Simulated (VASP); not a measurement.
Wanted: the native input for a VASP 6.6.1 run.

```
Task                   : single point
Functional             : r2SCAN
Potentials or basis    : VASP PAW PBE potentials, release 64 (B, N)
Cutoff                 : 520 eV
k mesh                 : 10 × 10 × 10
Occupations            : gaussian, width 0.01 eV
Spin                   : no spin polarisation
Dipole correction      : no
Further INCAR settings : ALGO = Normal; EDIFF = 1e-07; NBANDS = 11
```

Crystal: BN (Qingsongite).

```
B N
1.0
     0.00000    1.85160    1.85160
     1.85160    0.00000    1.85160
     1.85160    1.85160    0.00000
B N
1 1
Direct
  0.00000 0.00000 0.00000
  0.25000 0.25000 0.25000
```

One way to write it, as run:

POSCAR

```
BN
1.0
    0.0000000000      1.8516026516      1.8516026516
    1.8516026516      0.0000000000      1.8516026516
    1.8516026516      1.8516026516      0.0000000000
B N
1 1
Direct
    0.0000000000      0.0000000000      0.0000000000
    0.2500000000      0.2500000000      0.2500000000
```

INCAR.step1

```
PREC = Accurate
ENCUT = 520
ISMEAR = 0
SIGMA = 0.01
LREAL = F
LASPH = T
NELM = 80
NBANDS = 11
GGA = PE
ALGO = Normal
EDIFF = 1E-4
LWAVE = T
LCHARG = F
```

INCAR.step2

```
PREC = Accurate
ENCUT = 520
EDIFF = 1E-7
ISMEAR = 0
SIGMA = 0.01
LREAL = F
LASPH = T
NELM = 80
ALGO = Normal
ISIF = 2
LWAVE = F
LCHARG = T
METAGGA = R2SCAN
LMIXTAU = T
LELF = T
LVHAR = T
NBANDS = 11
ISTART = 1
```

KPOINTS

```
Automatic mesh
0
Gamma
  10 10 10
```

Potentials or basis: VASP PAW PBE potentials, release 64 (B, N).

Run with:

```bash
$ cat potpaw_PBE.64/B/POTCAR potpaw_PBE.64/N/POTCAR > POTCAR
$ cp INCAR.step1 INCAR
$ mpirun -np 1 vasp_std > vasp.out
$ cp INCAR.step2 INCAR
$ mpirun -np 1 vasp_std > vasp.out
```

Results of the run:

```yaml
Pressure: -25.3 GPa
Band_gap_on_the_k_mesh: 4.88 eV, indirect (least direct gap 9.17 eV)
```

Caveat: the PAW data sets were made with another functional, which shifts forces and pressure a little.

It took 29 s on 1 thread of Intel(R) Xeon(R) Platinum 8488C (Sapphire Rapids), on a shared host, peak memory 0.12 GiB.
